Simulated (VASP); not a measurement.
# BeB (P-6m2) in VASP: notebook

Runs on BeB. Level: PBE. Tasks: single point, relaxation of cell and atoms.

All numbers are computed with VASP 6.6.1; they aren't measurements. Logs are shortened: lines on timing, memory, paths and dates and some standing lists are left out, and cuts for length are marked.

## Step 1: The cell of the first run

Symmetry: P-6m2, No. 187, hexagonal system. Conventional cell: a = 2.270 Å, b = 2.270 Å, c = 9.494 Å, α = 90.00°, β = 90.00°, γ = 120.00°. Within 2.7 Å of Be (site symmetry 3m) lie 6 B at 2.05 to 2.07 Å and 6 Be at 2.27 Å. Be (site symmetry -6m2) has 6 B at 2.05 Å and 6 Be at 2.27 Å within 2.7 Å. Within 2.7 Å of B (site symmetry 3m) lie 6 Be at 2.05 to 2.07 Å and 6 B at 2.27 Å. Within 2.7 Å of B (site symmetry -6m2) lie 6 Be at 2.05 Å and 6 B at 2.27 Å.

## Step 2: Single point, PBE

The input, INCAR:

```
SYSTEM = BeB
PREC = Accurate
ENCUT = 520
EDIFF = 1E-7
ISMEAR = 0
SIGMA = 0.1
LREAL = .FALSE.
LASPH = .TRUE.
NELM = 60
ALGO = Normal
ISIF = 2
LWAVE = .FALSE.
LCHARG = .FALSE.
GGA = PE
NBANDS = 16
```

The input, KPOINTS:

```
regular mesh
0
G
  12 12 2
  0 0 0
```

The input, POSCAR:

```
BeB
1.0
    2.2696558697      0.0000000000      0.0000000000
   -1.1348279348      1.9655796410      0.0000000000
    0.0000000000      0.0000000000      9.4937701276
Be B
3 3
Direct
    0.0000000000      0.0000000000      0.6654350563
    0.0000000000      0.0000000000      0.0000000000
    0.0000000000      0.0000000000      0.3345649437
    0.3333333333      0.6666666667      0.8337550729
    0.3333333333      0.6666666667      0.1662449271
    0.6666666667      0.3333333333      0.5000000000
```

Potentials or basis: VASP PAW PBE potentials, release 64 (Be, B).

Run with:

```console
> cat potpaw_PBE.64/Be/POTCAR potpaw_PBE.64/B/POTCAR > POTCAR
> mpirun -np 1 vasp_std > vasp.out
```

OUTCAR:

```text
SYSTEM = BeB
   PREC = Accurate
   ENCUT = 520
   EDIFF = 1E-7
   ISMEAR = 0
   LREAL = .FALSE.
   LASPH = .TRUE.
   NELM = 60
   ISIF = 2
   GGA = PE

 ion  position               nearest neighbor table
   1  0.000  0.000  0.665-   6 2.05   6 2.05   6 2.05   4 2.07   4 2.07   4 2.07
   2  0.000  0.000  0.000-   4 2.05   5 2.05   4 2.05   5 2.05   4 2.05   5 2.05
   3  0.000  0.000  0.335-   6 2.05   6 2.05   6 2.05   5 2.07   5 2.07   5 2.07
   4  0.333  0.667  0.834-   2 2.05   2 2.05   2 2.05   1 2.07   1 2.07   1 2.07
   5  0.333  0.667  0.166-   2 2.05   2 2.05   2 2.05   3 2.07   3 2.07   3 2.07
   6  0.667  0.333  0.500-   1 2.05   3 2.05   1 2.05   3 2.05   1 2.05   3 2.05

  LATTYP: Found a hexagonal cell.
 ALAT       =     2.2696558697
 C/A-ratio  =     4.1829117155

  Lattice vectors:

 A1 = (   2.2696558697,   0.0000000000,   0.0000000000)
 A2 = (  -1.1348279348,   1.9655796410,   0.0000000000)
 A3 = (   0.0000000000,   0.0000000000,   9.4937701276)

Analysis of symmetry for initial positions (statically):
=====================================================================
 Subroutine PRICEL returns:
 Original cell was already a primitive cell.

 Routine SETGRP: Setting up the symmetry group for a
 hexagonal supercell.

 Subroutine GETGRP returns: Found 12 space group operations
 (whereof 12 operations were pure point group operations)
 out of a pool of 24 trial point group operations.

The static configuration has the point symmetry D_3h.

Analysis of symmetry for dynamics (positions and initial velocities):
=====================================================================
 Subroutine PRICEL returns:
 Original cell was already a primitive cell.

 Routine SETGRP: Setting up the symmetry group for a
 hexagonal supercell.

 Subroutine GETGRP returns: Found 12 space group operations
 (whereof 12 operations were pure point group operations)
 out of a pool of 24 trial point group operations.

The dynamic configuration has the point symmetry D_3h.

 Subroutine INISYM returns: Found 12 space group operations
 (whereof 12 operations are pure point group operations),
 and found     1 'primitive' translations

----------------------------------------------------------------------------------------

                                     Primitive cell

  volume of cell :      42.3535

  direct lattice vectors                    reciprocal lattice vectors
     2.269655870  0.000000000  0.000000000     0.440595428  0.254377889  0.000000000
    -1.134827935  1.965579641  0.000000000     0.000000000  0.508755778  0.000000000
     0.000000000  0.000000000  9.493770128     0.000000000  0.000000000  0.105332232

  length of vectors
     2.269655870  2.269655870  9.493770128     0.508755778  0.508755778  0.105332232

  position of ions in fractional coordinates (direct lattice)
     0.000000000  0.000000000  0.665435056
     0.000000000  0.000000000  0.000000000
     0.000000000  0.000000000  0.334564944
     0.333333333  0.666666667  0.833755073
     0.333333333  0.666666667  0.166244927
     0.666666667  0.333333333  0.500000000

  ion indices of the primitive-cell ions
   primitive index   ion index
                 1           1
                 2           2
                 3           3
                 4           4
                 5           5
                 6           6

----------------------------------------------------------------------------------------

 KPOINTS: regular mesh

Automatic generation of k-mesh.
 Grid dimensions read from file:
 generate k-points for:   12   12    2

 Generating k-lattice:

  Cartesian coordinates                     Fractional coordinates (reciprocal lattice)
     0.036716286  0.021198157  0.000000000     0.083333333  0.000000000  0.000000000
     0.000000000  0.042396315  0.000000000     0.000000000  0.083333333  0.000000000
     0.000000000  0.000000000  0.052666116     0.000000000  0.000000000  0.500000000

  Length of vectors
     0.042396315  0.042396315  0.052666116

  Shift w.r.t. Gamma in fractional coordinates (k-lattice)
     0.000000000  0.000000000  0.000000000

 Subroutine IBZKPT returns following result:
 ===========================================

 Found     38 irreducible k-points:

 Following reciprocal coordinates:
            Coordinates               Weight
  0.000000  0.000000  0.000000      1.000000
  0.083333 -0.000000  0.000000      6.000000
  0.166667  0.000000  0.000000      6.000000
  0.250000  0.000000  0.000000      6.000000
  0.333333  0.000000  0.000000      6.000000
  0.416667  0.000000  0.000000      6.000000
[... 16 lines left out ...]
  0.250000  0.000000  0.500000      6.000000
  0.333333  0.000000  0.500000      6.000000
 [... further k-points ...]
   k-points           NKPTS =     38   k-points in BZ     NKDIM =     38   number of bands    NBANDS=     16
   number of dos      NEDOS =    301   number of ions     NIONS =      6
   total plane-waves  NPLWV =  23328
   dimension x,y,z NGX =    18 NGY =   18 NGZ =   72
   dimension x,y,z NGXF=    36 NGYF=   36 NGZF=  144
   ions per type =               3   3
   NGX,Y,Z   is equivalent  to a cutoff of  13.18, 13.18, 12.61 a.u.
   NGXF,Y,Z  is equivalent  to a cutoff of  26.37, 26.37, 25.22 a.u.
 SYSTEM =  BeB
   PREC   = accura    normal or accurate (medium, high low for compatibility)
   ISTART =      0    job   : 0-new  1-cont  2-samecut
   ICHARG =      2    charge: 1-file 2-atom 10-const
   ISPIN  =      1    spin polarized calculation?
   LNONCOLLINEAR =      F non collinear calculations
   LSORBIT =      F    spin-orbit coupling
   LASPH  =      T    aspherical Exc in radial PAW
   ENCUT  =  520.0 eV  38.22 Ry    6.18 a.u.   4.22  4.22 17.65*2*pi/ulx,y,z
   NELM   =     60;   NELMIN=  2; NELMDL= -5     # of ELM steps
   EDIFF  = 0.1E-06   stopping-criterion for ELM
   LREAL  =      F    real-space projection
   EDIFFG = 0.1E-05   stopping-criterion for IOM
   NSW    =      0    number of steps for IOM
   IBRION =     -1    ionic relax: 0-MD 1-quasi-New 2-CG
   NFREE  =      0    steps in history (QN), initial steepest desc. (CG)
   ISIF   =      2    stress and relaxation
   ISYM   =      2    0-nonsym 1-usesym 2-fastsym
   POTIM  = 0.5000    time-step for ionic-motion
   TEBEG  =    0.0;   TEEND  =   0.0 temperature during run
   PSTRESS=    0.0 pullay stress
   NELECT =      15.0000    total number of electrons
   NUPDOWN=      -1.0000    fix difference up-down
   EMIN   =  10.00;   EMAX   =-10.00  energy-range for DOS
   EFERMI =   0.00;   METHOD = LEGACY
   ISMEAR =     0;   SIGMA  =   0.10  broadening in eV -4-tet -1-fermi 0-gaus
   EFERMI_NEDOS =   21; number of points for ismear=-14 and -15
   IALGO  =     38    algorithm
   IMIX   =      4    mixing-type and parameters
     AMIX     =   0.40;   BMIX     =  1.00
     AMIX_MAG =   1.60;   BMIX_MAG =  1.00
  volume/ion in A,a.u.               =       7.06        47.64
  Fermi-wavevector in a.u.,A,eV,Ry     =   1.158267  2.188808 18.253347  1.341583
  Thomas-Fermi vector in A             =   2.294871
   LORBIT       =      0    0 simple, 1 ext, 2 COOP (PROOUT), +10 PAW based schemes
   GGA     = PE    functional components
   LHFCALC =     F    Hartree Fock is set to
   AEXX    =    0.0000 exact exchange contribution
   IVDW    =     0    specifies the selected vdW correction
   LEPSILON=     F    determine dielectric tensor
   LRPA    =     F    only Hartree local field effects (RPA)
 non-spin polarized calculation
 Gauss-broadening in eV      SIGMA  =   0.10
  energy-cutoff  :      520.00
  volume of cell :       42.35
 maximum number of plane-waves:      1164
 NGX is ok and might be reduce to    18
   NGX =  9   NGY =  9   NGZ = 35

 number of electron      14.9999999 magnetization

 Free energy of the ion-electron system (eV)
  ---------------------------------------------------
  ext. energy  EPLUGINS =         0.00000000
  ---------------------------------------------------
  free energy    TOTEN  =       -27.59403856 eV

  energy without entropy =      -27.58675437  energy(sigma->0) =      -27.59039646

 E-fermi :   7.8676     XC(G=0): -11.5906

 val. band max:        7.8531806659   @ k =   0.2500   0.2500   0.0000
 cond. band min:       7.9296005500   @ k =   0.2500   0.0833   0.0000
 fundamental gap:      0.0764198842
 Fermi energy:         7.8676410273

 k-point     1 :       0.0000    0.0000    0.0000
  band No.  band energies     occupation
      1      -6.7047      2.00000
      2      -5.6532      2.00000
      3      -5.6417      2.00000
      4      -1.0440      2.00000
      5      -0.9327      2.00000
      6       2.8474      2.00000
[... 8 lines left out ...]
     15      18.6027      0.00000
     16      24.7008      0.00000

 k-point     2 :       0.0833   -0.0000    0.0000
  band No.  band energies     occupation
      1      -6.4939      2.00000
      2      -5.4377      2.00000
      3      -5.4278      2.00000
      4      -0.8403      2.00000
      5      -0.7295      2.00000
      6       3.0936      2.00000
[... 8 lines left out ...]
     15      18.1780      0.00000
     16      23.8272      0.00000

 k-point     3 :       0.1667    0.0000    0.0000
  band No.  band energies     occupation
      1      -5.8614      2.00000
      2      -4.7921      2.00000
      3      -4.7872      2.00000
      4      -0.2359      2.00000
      5      -0.1259      2.00000
      6       3.8258      2.00000
[... 8 lines left out ...]
     15      17.1333      0.00000
     16      21.4256      0.00000

 k-point     4 :       0.2500    0.0000    0.0000
  band No.  band energies     occupation
      1      -4.8075      2.00000
      2      -3.7240      2.00000
      3      -3.7208      2.00000
      4       0.7406      2.00000
      5       0.8525      2.00000
      6       5.0181      2.00000
[... 8 lines left out ...]
     15      16.6703      0.00000
     16      18.8623      0.00000

 k-point     5 :       0.3333    0.0000    0.0000
  band No.  band energies     occupation
      1      -3.3367      2.00000
      2      -2.2511      2.00000
      3      -2.2370      2.00000
      4       1.9808      2.00000
      5       2.1094      2.00000
      6       6.4652      2.00000
[... 8 lines left out ...]
     15      15.0307      0.00000
     16      18.0975      0.00000

 k-point     6 :       0.4167    0.0000    0.0000
  band No.  band energies     occupation
      1      -1.4721      2.00000
      2      -0.4150      2.00000
      3      -0.3883      2.00000
      4       2.8550      2.00000
      5       3.0883      2.00000
      6       3.7228      2.00000
[... 8 lines left out ...]
     15      14.4235      0.00000
     16      15.6171      0.00000
[... 267 lines left out ...]
 k-point    21 :       0.0833   -0.0000    0.5000
  band No.  band energies     occupation
      1      -6.3090      2.00000
      2      -6.0968      2.00000
      3      -4.7881      2.00000
      4      -2.0103      2.00000
      5       1.4676      2.00000
      6       1.6070      2.00000
[... 8 lines left out ...]
     15      20.1780      0.00000
     16      22.1501      0.00000

 k-point    22 :       0.1667    0.0000    0.5000
  band No.  band energies     occupation
      1      -5.6751      2.00000
      2      -5.4618      2.00000
      3      -4.1286      2.00000
      4      -1.4295      2.00000
      5       2.1245      2.00000
      6       2.2493      2.00000
[... 8 lines left out ...]
     15      19.3889      0.00000
     16      21.3182      0.00000

 k-point    23 :       0.2500    0.0000    0.5000
  band No.  band energies     occupation
      1      -4.6197      2.00000
      2      -4.4048      2.00000
      3      -3.0368      2.00000
      4      -0.4799      2.00000
      5       3.1704      2.00000
      6       3.2608      2.00000
[... 8 lines left out ...]
     15      16.4749      0.00000
     16      19.6889      0.00000

 k-point    24 :       0.3333    0.0000    0.5000
  band No.  band energies     occupation
      1      -3.1492      2.00000
      2      -2.9319      2.00000
      3      -1.5337      2.00000
      4       0.7825      2.00000
      5       4.3369      2.00000
      6       4.3572      2.00000
[... 8 lines left out ...]
     15      15.5143      0.00000
     16      17.2173      0.00000

 [... further k-points ...]
[... 5 lines left out ...]
  --------------------------------------------------------------------------------------
  -------------------------------------------------------------------------------------
  Total       -0.0223478     -0.0223478      0.0363359     -0.0000000      0.0000000      0.0000000
  in kB       -0.8453893     -0.8453893      1.3745392     -0.0000000      0.0000000      0.0000000
  external PRESSURE =      -0.1054132 kB  Pullay stress =       0.0000000 kB

 VOLUME and BASIS-vectors are now :
 -----------------------------------------------------------------------------
  energy-cutoff  :      520.00
  volume of cell :       42.35
      direct lattice vectors                 reciprocal lattice vectors
     2.269655870  0.000000000  0.000000000     0.440595428  0.254377889  0.000000000
    -1.134827935  1.965579641  0.000000000     0.000000000  0.508755778  0.000000000
     0.000000000  0.000000000  9.493770128     0.000000000  0.000000000  0.105332232

 POSITION                                       TOTAL-FORCE (eV/Angst)
 -----------------------------------------------------------------------------------
      0.00000      0.00000      6.31749        -0.000000     -0.000000     -0.009850
      0.00000      0.00000      0.00000        -0.000000     -0.000000      0.000000
      0.00000      0.00000      3.17628        -0.000000     -0.000000      0.009850
     -0.00000      1.31039      7.91548         0.000000      0.000000      0.000392
     -0.00000      1.31039      1.57829        -0.000000      0.000000     -0.000392
      1.13483      0.65519      4.74689         0.000000     -0.000000      0.000000
 -----------------------------------------------------------------------------------
    total drift:                                0.000000     -0.000000     -0.000000

  FREE ENERGIE OF THE ION-ELECTRON SYSTEM (eV)
  ---------------------------------------------------
  free  energy   TOTEN  =       -27.5940385561 eV

  energy  without entropy=      -27.5867543680  energy(sigma->0) =      -27.59039646
```

Wall time 24 s (1 thread of Intel Xeon Platinum 8259CL at 2.50GHz (Skylake/Cascade Lake), shared host); peak memory 0.16 GiB.

Results:

```
Free energy   : -27.5940 eV
Pressure      : 0.0 GPa
Largest force : 0.010 eV/Å
```

Forces in eV/Å, atoms in the order of the input:
```
Be   0.000  0.000 -0.010
Be   0.000  0.000  0.000
Be   0.000  0.000  0.010
B    0.000  0.000  0.000
B    0.000  0.000  0.000
B    0.000  0.000  0.000
```

## Step 3: Single point, PBE

This run uses another cell than the first one, of 7.78 Å³/atom, 1.102 times its volume.

The input, INCAR:

```
PREC = Accurate
ENCUT = 520
EDIFF = 1E-7
ISMEAR = 0
SIGMA = 0.1
LREAL = False
LASPH = True
NELM = 80
ALGO = Normal
ISIF = 2
LWAVE = False
LCHARG = True
GGA = PE
LELF = True
LVHAR = True
NBANDS = 16
```

The input, KPOINTS:

```
regular mesh
0
Gamma
  12 12 2
```

The input, POSCAR:

```
BeB
1.0
    2.3871950800      0.0000000000      0.0000000000
   -1.1935975400      2.0673715800      0.0000000000
    0.0000000000      0.0000000000      9.4534336700
Be B
3 3
Direct
    0.0000000000      0.0000000000      0.6666666700
    0.0000000000      0.0000000000      0.0000000000
    0.0000000000      0.0000000000      0.3333333300
    0.3333333300      0.6666666700      0.8333333300
    0.3333333300      0.6666666700      0.1666666700
    0.6666666700      0.3333333300      0.5000000000
```

Potentials or basis: VASP PAW PBE potentials, release 64 (Be, B).

Run with:

```console
> cat potpaw_PBE.64/Be/POTCAR potpaw_PBE.64/B/POTCAR > POTCAR
> mpirun -np 1 vasp_std > vasp.out
```

It took 25 s on 1 thread of Intel Xeon Platinum 8259CL at 2.50GHz (Skylake/Cascade Lake), shared host; peak memory 0.16 GiB.

The run converged. Its results:

```
Free energy   : -27.3612 eV
Pressure      : -10.9 GPa
Largest force : 0.187 eV/Å
```

Forces in eV/Å, atoms in the order of the input:
```
Be   0.000  0.000 -0.139
Be   0.000  0.000  0.000
Be   0.000  0.000  0.139
B    0.000  0.000  0.187
B    0.000  0.000 -0.187
B    0.000  0.000  0.000
```

Stress tensor (GPa, compression positive):
```
-15.25   0.00   0.00
  0.00 -15.25   0.00
  0.00   0.00  -2.10
```

Levels at points of the mesh, in eV from the Fermi level:
```
           k point  band 4  band 5  band 6  band 7  band 8  band 9  band 10  band 11
(0.00, 0.00, 0.00)   -7.92   -7.80   -3.83    2.68    8.84    8.84     9.25     9.26
(0.50, 0.00, 0.00)   -5.92   -5.43   -5.40   -1.82   -1.69    0.51     1.96     4.32
(0.00, 0.00, 0.50)   -9.17   -5.52   -5.38    4.88    5.06    8.85     8.85     9.22
(0.50, 0.00, 0.50)   -5.99   -5.40   -4.44   -3.44   -0.40    0.48     2.52     3.98
```

(Part 1 of 2 ends here.)
